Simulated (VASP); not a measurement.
ZrC, 2 atoms in the cell. It takes space group Fm-3m (No. 225, cubic). The conventional cell has a = 4.712 Å, b = 4.712 Å, c = 4.712 Å, α = 90.00°, β = 90.00°, γ = 90.00°. Zr (site symmetry m-3m) has 6 C at 2.36 Å within 3.1 Å. Within 3.1 Å of C (site symmetry m-3m) lie 6 Zr at 2.36 Å. 

| Property | Result |
| --- | --- |
| Program | VASP 6.6.1 |
| Task | single point |
| Functional | r2SCAN |
| Potentials or basis | VASP PAW PBE potentials, release 64 (Zr_sv, C) |
| Cutoff | 660 eV |
| k mesh | 12 × 12 × 12 |
| Occupations | gaussian, width 0.05 eV |
| Spin | no spin polarisation |
| Dipole correction | no |
| Further INCAR settings | ALGO = Normal; EDIFF = 1e-06; NBANDS = 15 |

Potentials or basis: VASP PAW PBE potentials, release 64 (Zr_sv, C).

Run with:

```sh
$ cat potpaw_PBE.64/Zr_sv/POTCAR potpaw_PBE.64/C/POTCAR > POTCAR
$ cp INCAR.step1 INCAR
$ mpirun -np 1 vasp_std > vasp.out
$ cp INCAR.step2 INCAR
$ mpirun -np 1 vasp_std > vasp.out
```

Hardware: 1 thread of Intel(R) Xeon(R) 6975P-C (Granite Rapids), with other jobs on the host.

Task: Estimate the wall time of this run.

Result: It took 73 s on 1 thread of Intel(R) Xeon(R) 6975P-C (Granite Rapids), with other jobs on the host, peak memory 0.19 GiB. Counts: k points 72.
